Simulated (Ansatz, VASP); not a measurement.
ScOs3: VASP beside Ansatz

```xyz
4
Lattice="-1.8813 1.8813 4.2025 1.8813 -1.8813 4.2025 1.8813 1.8813 -4.2025" Properties=species:S:1:pos:R:3 pbc="T T T"
Sc    0.0000    0.0000    0.0000
Os    0.0000    0.0000    4.2025
Os    1.8813    0.0000    2.1012
Os    0.0000    1.8813    2.1012
```

Alike in both runs: task relaxation of cell and atoms; functional PBE; k mesh 6 × 6 × 6; occupations gaussian, width 0.1 eV; no spin polarisation.

```csv
,VASP,Ansatz
version,VASP 6.6.1,Ansatz 0.2.0
potentials or method,"VASP PAW PBE potentials, release 64 (Sc_sv, Os), cutoff 600 eV","scalar-relativistic, plane waves, PAW"
valence electrons in the cell,35,59
```

Ansatz gave:

```
gap on the k mesh at the Fermi level, each at its own relaxed structure (eV)  : none
relaxed volume (Å³/atom)                                                      : 15.42
relaxed length of the cell vector where the two differ most in proportion (Å) : 4.839
```

Which values does VASP return?

gap on the k mesh at the Fermi level, each at its own relaxed structure (eV): none; relaxed volume (Å³/atom): 15.43; relaxed length of the cell vector where the two differ most in proportion (Å): 4.847.

A gap of «none» marks a metal or a gap that the smearing closes. VASP's potentials hold 35 valence electrons a cell and Ansatz's 59, so a difference there can come from the potentials and not from the codes.

The k mesh is coarse, so the values compare programs but aren't converged. Spin-orbit coupling is off throughout.
